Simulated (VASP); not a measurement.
# Mg (P6_3/mmc) in VASP: a series of runs

Runs on Mg. Level: LDA. Tasks: single point.

All numbers are computed with VASP 6.6.1; they aren't measurements. Logs are shortened: lines on timing, memory, paths and dates and some standing lists are left out, and cuts for length are marked.

## Step 1: The cell of the first run

It takes space group P6_3/mmc (No. 194, hexagonal). Conventional cell: a = 3.013 Å, b = 3.013 Å, c = 4.835 Å, α = 90.00°, β = 90.00°, γ = 120.00°. Within 3.9 Å of Mg (site symmetry -6m2) lie 12 Mg at 2.98 to 3.01 Å.

## Step 2: Single point, LDA (volume scaled by 0.88)

The input, INCAR:

```
  ALGO = Normal
  EDIFF = 1E-6
  ENCUT = 520
  ISIF = 2
  ISMEAR = -1
  LASPH = T
  LCHARG = T
  LELF = T
  LREAL = F
  LVHAR = T
  LWAVE = F
  NBANDS = 9
  NELM = 100
  PREC = Accurate
  SIGMA = 0.05
```

The input, KPOINTS:

```
k-points
0
Gamma
  15 15 9
```

The input, POSCAR:

```
Mg
1.0
    3.0133802889      0.0000000000      0.0000000000
   -1.5066901444      2.6096638814      0.0000000000
    0.0000000000      0.0000000000      4.8351772861
Mg
2
Direct
    0.3333333333      0.6666666667      0.2500000000
    0.6666666667      0.3333333333      0.7500000000
```

Potentials or basis: VASP PAW LDA potentials, release 64 (Mg).

Run with:

```console
cat potpaw_LDA.64/Mg/POTCAR > POTCAR
mpirun -np 1 vasp_std > vasp.out
```

OUTCAR:

```text
EDIFF = 1E-6
   ENCUT = 520
   ISIF = 2
   ISMEAR = -1
   LASPH = T
   LREAL = F
   NELM = 100
   PREC = Accurate

 ion  position               nearest neighbor table
   1  0.333  0.667  0.250-   2 2.98   2 2.98   2 2.98   2 2.98   2 2.98   2 2.98
   2  0.667  0.333  0.750-   1 2.98   1 2.98   1 2.98   1 2.98   1 2.98   1 2.98

  LATTYP: Found a hexagonal cell.
 ALAT       =     3.0133802889
 C/A-ratio  =     1.6045692288

  Lattice vectors:

 A1 = (   3.0133802889,   0.0000000000,   0.0000000000)
 A2 = (  -1.5066901444,   2.6096638814,   0.0000000000)
 A3 = (   0.0000000000,   0.0000000000,   4.8351772861)

Analysis of symmetry for initial positions (statically):
=====================================================================
 Subroutine PRICEL returns:
 Original cell was already a primitive cell.

 Routine SETGRP: Setting up the symmetry group for a
 hexagonal supercell.

 Subroutine GETGRP returns: Found 24 space group operations
 (whereof 12 operations were pure point group operations)
 out of a pool of 24 trial point group operations.

The static configuration has the point symmetry D_3d.
 The point group associated with its full space group is D_6h.

Analysis of symmetry for dynamics (positions and initial velocities):
=====================================================================
 Subroutine PRICEL returns:
 Original cell was already a primitive cell.

 Routine SETGRP: Setting up the symmetry group for a
 hexagonal supercell.

 Subroutine GETGRP returns: Found 24 space group operations
 (whereof 12 operations were pure point group operations)
 out of a pool of 24 trial point group operations.

The dynamic configuration has the point symmetry D_3d.
 The point group associated with its full space group is D_6h.

 Subroutine INISYM returns: Found 24 space group operations
 (whereof 12 operations are pure point group operations),
 and found     1 'primitive' translations

----------------------------------------------------------------------------------------

                                     Primitive cell

  volume of cell :      38.0234

  direct lattice vectors                    reciprocal lattice vectors
     3.013380289  0.000000000  0.000000000     0.331853236  0.191595555  0.000000000
    -1.506690144  2.609663881  0.000000000     0.000000000  0.383191110  0.000000000
     0.000000000  0.000000000  4.835177286     0.000000000  0.000000000  0.206817649

  length of vectors
     3.013380289  3.013380289  4.835177286     0.383191110  0.383191110  0.206817649

  position of ions in fractional coordinates (direct lattice)
     0.333333333  0.666666667  0.250000000
     0.666666667  0.333333333  0.750000000

  ion indices of the primitive-cell ions
   primitive index   ion index
                 1           1
                 2           2

----------------------------------------------------------------------------------------

 KPOINTS: k-points

Automatic generation of k-mesh.
 Grid dimensions read from file:
 generate k-points for:   15   15    9

 Generating k-lattice:

  Cartesian coordinates                     Fractional coordinates (reciprocal lattice)
     0.022123549  0.012773037  0.000000000     0.066666667  0.000000000  0.000000000
     0.000000000  0.025546074  0.000000000     0.000000000  0.066666667  0.000000000
     0.000000000  0.000000000  0.022979739     0.000000000  0.000000000  0.111111111

  Length of vectors
     0.025546074  0.025546074  0.022979739

  Shift w.r.t. Gamma in fractional coordinates (k-lattice)
     0.000000000  0.000000000  0.000000000

 Subroutine IBZKPT returns following result:
 ===========================================

 Found    135 irreducible k-points:

 Following reciprocal coordinates:
            Coordinates               Weight
  0.000000  0.000000  0.000000      1.000000
  0.066667 -0.000000  0.000000      6.000000
  0.133333  0.000000  0.000000      6.000000
  0.200000 -0.000000  0.000000      6.000000
  0.266667  0.000000  0.000000      6.000000
  0.333333 -0.000000  0.000000      6.000000
[... 16 lines left out ...]
  0.333333  0.200000  0.000000     12.000000
  0.400000  0.200000  0.000000      6.000000
 [... further k-points ...]
   k-points           NKPTS =    135   k-points in BZ     NKDIM =    135   number of bands    NBANDS=      9
   number of dos      NEDOS =    301   number of ions     NIONS =      2
   total plane-waves  NPLWV =  20736
   dimension x,y,z NGX =    24 NGY =   24 NGZ =   36
   dimension x,y,z NGXF=    48 NGYF=   48 NGZF=   72
   ions per type =               2
   NGX,Y,Z   is equivalent  to a cutoff of  13.24, 13.24, 12.38 a.u.
   NGXF,Y,Z  is equivalent  to a cutoff of  26.48, 26.48, 24.76 a.u.
 SYSTEM =  unknown system
   PREC   = accura    normal or accurate (medium, high low for compatibility)
   ISTART =      0    job   : 0-new  1-cont  2-samecut
   ICHARG =      2    charge: 1-file 2-atom 10-const
   ISPIN  =      1    spin polarized calculation?
   LNONCOLLINEAR =      F non collinear calculations
   LSORBIT =      F    spin-orbit coupling
   LASPH  =      T    aspherical Exc in radial PAW
   ENCUT  =  520.0 eV  38.22 Ry    6.18 a.u.   5.60  5.60  8.99*2*pi/ulx,y,z
   NELM   =    100;   NELMIN=  2; NELMDL= -5     # of ELM steps
   EDIFF  = 0.1E-05   stopping-criterion for ELM
   LREAL  =      F    real-space projection
   EDIFFG = 0.1E-04   stopping-criterion for IOM
   NSW    =      0    number of steps for IOM
   IBRION =     -1    ionic relax: 0-MD 1-quasi-New 2-CG
   NFREE  =      0    steps in history (QN), initial steepest desc. (CG)
   ISIF   =      2    stress and relaxation
   ISYM   =      2    0-nonsym 1-usesym 2-fastsym
   POTIM  = 0.5000    time-step for ionic-motion
   TEBEG  =    0.0;   TEEND  =   0.0 temperature during run
   PSTRESS=    0.0 pullay stress
   NELECT =       4.0000    total number of electrons
   NUPDOWN=      -1.0000    fix difference up-down
   EMIN   =  10.00;   EMAX   =-10.00  energy-range for DOS
   EFERMI =   0.00;   METHOD = LEGACY
   ISMEAR =    -1;   SIGMA  =   0.05  broadening in eV -4-tet -1-fermi 0-gaus
   EFERMI_NEDOS =   21; number of points for ismear=-14 and -15
   IALGO  =     38    algorithm
   IMIX   =      4    mixing-type and parameters
     AMIX     =   0.40;   BMIX     =  1.00
     AMIX_MAG =   1.60;   BMIX_MAG =  1.00
  volume/ion in A,a.u.               =      19.01       128.30
  Fermi-wavevector in a.u.,A,eV,Ry     =   0.772819  1.460416  8.126071  0.597249
  Thomas-Fermi vector in A             =   1.874532
   LORBIT       =      0    0 simple, 1 ext, 2 COOP (PROOUT), +10 PAW based schemes
   GGA     = CA    functional components
   LHFCALC =     F    Hartree Fock is set to
   AEXX    =    0.0000 exact exchange contribution
   IVDW    =     0    specifies the selected vdW correction
   LEPSILON=     F    determine dielectric tensor
   LRPA    =     F    only Hartree local field effects (RPA)
 non-spin polarized calculation
  energy-cutoff  :      520.00
  volume of cell :       38.02
 maximum number of plane-waves:      1042
 NGX is ok and might be reduce to    24
   NGX = 11   NGY = 11   NGZ = 17

 number of electron       4.0000000 magnetization

 Free energy of the ion-electron system (eV)
  ---------------------------------------------------
  ext. energy  EPLUGINS =         0.00000000
  ---------------------------------------------------
  free energy    TOTEN  =        -3.53990046 eV

  energy without entropy =       -3.53423854  energy(sigma->0) =       -3.53706950

 E-fermi :   3.5052     XC(G=0):  -9.3086

 val. band max:        3.4749334647   @ k =   0.3333   0.1333   0.1111
 cond. band min:       3.5130418873   @ k =   0.3333   0.1333   0.0000
 fundamental gap:      0.0381084226
 Fermi energy:         3.5051615292

 k-point     1 :       0.0000    0.0000    0.0000
  band No.  band energies     occupation
      1      -4.2428      2.00000
      2       1.6313      2.00000
      3       2.3760      2.00000
      4      15.4046      0.00000
      5      15.4046      0.00000
      6      15.8340      0.00000
      7      15.8340      0.00000
      8      16.5351      0.00000
      9      18.6031      0.00000

 k-point     2 :       0.0667   -0.0000    0.0000
  band No.  band energies     occupation
      1      -4.1444      2.00000
      2       1.7186      2.00000
      3       2.4699      2.00000
      4      13.6038      0.00000
      5      14.5187      0.00000
      6      15.3820      0.00000
      7      16.8322      0.00000
      8      17.4398      0.00000
      9      18.6734      0.00000

 k-point     3 :       0.1333    0.0000    0.0000
  band No.  band energies     occupation
      1      -3.8499      2.00000
      2       1.9808      2.00000
      3       2.7484      2.00000
      4      11.3762      0.00000
      5      13.5944      0.00000
      6      14.2762      0.00000
      7      16.5263      0.00000
      8      17.5336      0.00000
      9      17.9501      0.00000

 k-point     4 :       0.2000   -0.0000    0.0000
  band No.  band energies     occupation
      1      -3.3615      2.00000
      2       2.4183      2.00000
      3       3.1987      1.99565
      4       9.2410      0.00000
      5      12.8185      0.00000
      6      13.1066      0.00000
      7      14.3744      0.00000
      8      16.4103      0.00000
      9      17.5638      0.00000

 k-point     5 :       0.2667    0.0000    0.0000
  band No.  band energies     occupation
      1      -2.6829      2.00000
      2       3.0323      1.99984
      3       3.7793      0.00828
      4       7.2857      0.00000
      5      11.9159      0.00000
      6      12.1978      0.00000
      7      12.3480      0.00000
      8      15.1792      0.00000
      9      16.8305      0.00000

 k-point     6 :       0.3333   -0.0000    0.0000
  band No.  band energies     occupation
      1      -1.8190      2.00000
      2       3.8236      0.00342
      3       4.1989      0.00000
      4       5.8061      0.00000
      5      10.4827      0.00000
      6      10.6835      0.00000
      7      11.7330      0.00000
      8      14.2034      0.00000
      9      16.2724      0.00000
[... 169 lines left out ...]
 k-point    21 :       0.2000    0.2000    0.0000
  band No.  band energies     occupation
      1      -1.6285      2.00000
      2       3.9998      0.00010
      3       4.5410      0.00000
      4       6.4929      0.00000
      5       7.5189      0.00000
      6      11.7196      0.00000
      7      12.3169      0.00000
      8      12.9677      0.00000
      9      14.2030      0.00000

 k-point    22 :       0.2667    0.2000    0.0000
  band No.  band energies     occupation
      1      -0.6828      2.00000
      2       4.4579      0.00000
      3       4.8817      0.00000
      4       5.5403      0.00000
      5       7.1791      0.00000
      6      10.1841      0.00000
      7      11.6218      0.00000
      8      11.7525      0.00000
      9      13.5098      0.00000

 k-point    23 :       0.3333    0.2000    0.0000
  band No.  band energies     occupation
      1       0.4347      2.00000
      2       3.1241      1.99902
      3       5.5217      0.00000
      4       5.9412      0.00000
      5       7.5368      0.00000
      6       8.6092      0.00000
      7      10.5284      0.00000
      8      11.3242      0.00000
      9      13.1869      0.00000

 k-point    24 :       0.4000    0.2000    0.0000
  band No.  band energies     occupation
      1       1.6420      2.00000
      2       1.7878      2.00000
      3       5.5242      0.00000
      4       7.0739      0.00000
      5       7.3002      0.00000
      6       7.9297      0.00000
      7       9.8845      0.00000
      8      11.2289      0.00000
      9      13.0868      0.00000

 [... further k-points ...]

------------------------ aborting loop because EDIFF is reached ----------------------------------------

  FORCE on cell =-STRESS in cart. coord.  units (eV):
  Direction    XX          YY          ZZ          XY          YZ          ZX
  --------------------------------------------------------------------------------------
  -------------------------------------------------------------------------------------
  Total        1.4853652      1.4853652      1.4715675      0.0000000     -0.0000000      0.0000000
  in kB       62.5882645     62.5882645     62.0068758      0.0000000     -0.0000000      0.0000000
  external PRESSURE =      62.3944682 kB  Pullay stress =       0.0000000 kB

 VOLUME and BASIS-vectors are now :
 -----------------------------------------------------------------------------
  energy-cutoff  :      520.00
  volume of cell :       38.02
      direct lattice vectors                 reciprocal lattice vectors
     3.013380289  0.000000000  0.000000000     0.331853236  0.191595555  0.000000000
    -1.506690144  2.609663881  0.000000000     0.000000000  0.383191110  0.000000000
     0.000000000  0.000000000  4.835177286     0.000000000  0.000000000  0.206817649

 POSITION                                       TOTAL-FORCE (eV/Angst)
 -----------------------------------------------------------------------------------
     -0.00000      1.73978      1.20879         0.000000     -0.000000      0.000000
      1.50669      0.86989      3.62638        -0.000000      0.000000      0.000000
 -----------------------------------------------------------------------------------
    total drift:                                0.000000     -0.000000      0.000000

  FREE ENERGIE OF THE ION-ELECTRON SYSTEM (eV)
  ---------------------------------------------------
  free  energy   TOTEN  =        -3.5399004608 eV

  energy  without entropy=       -3.5342385432  energy(sigma->0) =       -3.53706950
```

It took 14 s on 1 thread of Intel Xeon 6975P-C (Granite Rapids), shared host; peak memory 0.17 GiB.

Results:

```
Free energy            : -3.5399 eV
Pressure               : 6.2 GPa
Band gap on the k mesh : zero (band 2 reaches 4.46 eV, above the bottom of band 3 at 2.38 eV)
```

Levels at points of the mesh, in eV from the Fermi level:
| k point | band 1 | band 2 | band 3 | band 4 | band 5 |
| --- | --- | --- | --- | --- | --- |
| (0.00, 0.00, 0.00) | -7.75 | -1.87 | -1.13 | 11.90 | 11.90 |

## Step 3: Single point, LDA (volume scaled by 0.88)

The input, INCAR:

```
SYSTEM = Mg
PREC = Accurate
ENCUT = 520
EDIFF = 1E-7
ISMEAR = -1
SIGMA = 0.05
LREAL = .FALSE.
LASPH = .TRUE.
NELM = 80
ALGO = Normal
ISIF = 2
LWAVE = .FALSE.
LCHARG = .TRUE.
GGA = CA
LELF = .TRUE.
LVHAR = .TRUE.
NBANDS = 9
```

The input, KPOINTS:

```
regular mesh
0
G
  15 15 9
  0 0 0
```

POSCAR is that of step 2.

Potentials or basis: VASP PAW LDA potentials, release 64 (Mg).

Run with:

```console
cat potpaw_LDA.64/Mg/POTCAR > POTCAR
mpirun -np 1 vasp_std > vasp.out
```

Run time: 15 s. Hardware: 1 thread of Intel Xeon 6975P-C (Granite Rapids), shared host; peak memory 0.16 GiB.

The run converged. Its results:

```
Free energy            : -3.5399 eV
Pressure               : 6.2 GPa
Band gap on the k mesh : zero (band 2 reaches 4.46 eV, above the bottom of band 3 at 2.38 eV)
```

Levels at points of the mesh, in eV from the Fermi level:
| k point | band 1 | band 2 | band 3 | band 4 | band 5 | band 6 |
| --- | --- | --- | --- | --- | --- | --- |
| (0.00, 0.00, 0.00) | -7.75 | -1.87 | -1.13 | 11.90 | 11.90 | 12.33 |
